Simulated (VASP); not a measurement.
A run of VASP 6.6.1:

The input INCAR:

```
PREC = Accurate
ENCUT = 520
EDIFF = 1E-7
ISMEAR = 0
SIGMA = 0.1
LREAL = F
LASPH = T
NELM = 100
ALGO = Normal
ISIF = 2
LWAVE = F
LCHARG = F
GGA = PE
NBANDS = 28
```

Contents of KPOINTS:

```
Automatic mesh
0
Gamma
  6 6 4
```

File POSCAR:

```
Nb2Si2O
1.0
    3.8481668500      0.0000000000      0.0000000000
   -1.9240834200      3.3326102500      0.0000000000
    0.0000000000      0.0000000000      6.0482866800
Nb Si O
2 2 1
Direct
    0.3333333300      0.6666666700      0.2585000100
    0.6666666700      0.3333333300      0.7414999900
    0.3333333300      0.6666666700      0.6438000200
    0.6666666700      0.3333333300      0.3561999800
    0.0000000000      0.0000000000      0.0000000000
```

Potentials or basis: VASP PAW PBE potentials, release 64 (Nb_sv, Si, O).

Run with:

```sh
$ cat potpaw_PBE.64/Nb_sv/POTCAR potpaw_PBE.64/Si/POTCAR potpaw_PBE.64/O/POTCAR > POTCAR
$ mpirun -np 1 vasp_std > vasp.out
```

Hardware: 1 thread of AMD EPYC 9R45 96-Core Processor (Zen 5) (shared host).

**Question.** Estimate the wall time of this run.

**Answer.** It took 34 s on 1 thread of AMD EPYC 9R45 96-Core Processor (Zen 5), on a shared host, peak memory 0.19 GiB. Counts: scf iterations 18, k points 24.
